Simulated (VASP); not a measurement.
## Dy5C: single point with PBE

The system is Dy5C.

```xyz
6
Lattice="-4.1027 4.1027 2.5212 4.1027 -4.1027 2.5212 4.1027 4.1027 -2.5212" Properties=species:S:1:pos:R:3 pbc="T T T"
Dy    2.3264    0.6853    0.0000
Dy    1.7764    3.4175    2.5212
Dy    0.6853    5.8791    0.0000
Dy    3.4175   -1.7764    2.5212
Dy    0.0000    0.0000    2.5212
C     0.0000    0.0000    0.0000
```

```
Program                : VASP 6.6.1
Task                   : single point
Functional             : PBE
Potentials or basis    : VASP PAW PBE potentials, release 64 (Dy_3, C), 4f in core
Cutoff                 : 600 eV
k mesh                 : 8 × 8 × 8
Occupations            : gaussian, width 0.1 eV
Spin                   : no spin polarisation
Dipole correction      : no
Further INCAR settings : ALGO = Normal; EDIFF = 1e-06; NBANDS = 34
```

* Pressure: -0.9 GPa
* Largest force: 0.033 eV/Å
* Band gap on the k mesh: zero (an odd number of electrons rules out a gap without spin polarisation)

Forces in eV/Å, atoms in the order of the input:
```
Dy   0.031  0.011  0.000
Dy  -0.031 -0.011  0.000
Dy   0.011 -0.031  0.000
Dy  -0.011  0.031  0.000
Dy   0.000  0.000  0.000
C    0.000  0.000  0.000
```

Levels at points of the mesh, in eV from the Fermi level:
```csv
k point,band 21,band 22,band 23,band 24,band 25,band 26,band 27,band 28,band 29,band 30
"(0.00, 0.00, 0.00)",-0.65,-0.48,-0.48,0.07,0.07,0.25,0.30,0.33,1.58,1.58
"(0.50, 0.00, 0.00)",-1.02,-0.72,-0.60,-0.06,0.30,0.53,0.55,0.75,1.01,1.50
"(0.50, 0.50, 0.00)",-1.13,-1.05,-0.71,-0.41,-0.26,0.65,0.71,0.76,0.95,1.92
"(0.50, 0.50, 0.50)",-1.34,-1.16,-1.16,-0.73,-0.10,0.05,0.05,0.76,1.16,1.47
```

It took 13 min on 1 thread of AMD EPYC 7R13 Processor (Zen 3) (shared host), peak memory 0.64 GiB.

Caveat: spin-orbit coupling is left out, which moves the levels of the heavy elements; the 4f electrons are frozen in the core, so they carry no moment and show no levels. Spin polarisation is off, so any magnetic state and its effect on volume and gap are missing.
